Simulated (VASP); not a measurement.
Input of a VASP 6.6.1 run:

File INCAR:

```
SYSTEM = Ca
PREC = Accurate
ENCUT = 520
EDIFF = 1E-6
ISMEAR = 0
SIGMA = 0.15
LREAL = .False.
LASPH = .True.
NELM = 100
ALGO = Normal
ISIF = 2
LWAVE = .False.
LCHARG = .False.
GGA = PE
NBANDS = 11
```

The input KPOINTS:

```
Automatic mesh
0
Gamma
  14 14 14
  0 0 0
```

POSCAR

```
Ca
1.0
    0.0000000000      2.5706640000      2.7942000000
    2.5706640000      0.0000000000      2.7942000000
    2.5706640000      2.5706640000      0.0000000000
Ca
1
Direct
    0.0000000000      0.0000000000      0.0000000000
```

Potentials or basis: VASP PAW PBE potentials, release 64 (Ca_sv).

The run is started by

```console
$ cat potpaw_PBE.64/Ca_sv/POTCAR > POTCAR
$ mpirun -np 1 vasp_std > vasp.out
```

Question: What does it give for the pressure?

Answer: 2.8 GPa.

Question: Predict the band gap on the k mesh.

Answer: Zero (bands 5 and 6 overlap by 0.16 eV).

Stress tensor (GPa, compression positive):
```
3.16 0.00 0.00
0.00 3.16 0.00
0.00 0.00 2.18
```

Caveat: the cell differs from its parent crystal (strain -0.080 along x and y, +0.000 along z).
